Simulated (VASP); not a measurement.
Crystal: Pd.

```
Pd
1.0
     0.00000    1.92114    1.92114
     1.92114    0.00000    1.92114
     1.92114    1.92114    0.00000
Pd
1
Direct
  0.00000 0.00000 0.00000
```

Base run:

| Quantity | Value |
| --- | --- |
| Program | VASP 6.6.1 |
| Functional | LDA |
| Potentials or basis | VASP PAW LDA potentials, release 64 (Pd) |
| Cutoff | 520 eV |
| k mesh | 14 × 14 × 14 |
| Occupations | fermi-dirac, width 1 eV |
| Spin | no spin polarisation |

Its results: band gap on the k mesh zero (band 5 reaches 10.55 eV, above the bottom of band 6 at 8.82 eV); pressure 14.4 GPa.

Problem. After a change of settings the same cell gave: band gap on the k mesh zero (band 5 reaches 10.60 eV, above the bottom of band 6 at 8.89 eV); pressure 0.0 GPa. Which change was it?
A. occupations from fermi-dirac, width 1 eV to gaussian, width 1 eV
B. occupations from fermi-dirac, width 1 eV to fermi-dirac, width 0.2 eV; further incar settings from ALGO = Normal; EDIFF = 1e-06; NBANDS = 11 to ALGO = Normal; EDIFF = 1e-07; NBANDS = 11
C. k mesh from 14 × 14 × 14 to 2 × 2 × 2; occupations from fermi-dirac, width 1 eV to fermi-dirac, width 0.1 eV
D. occupations from fermi-dirac, width 1 eV to methfessel-paxton, width 0.3 eV

Solution. D.
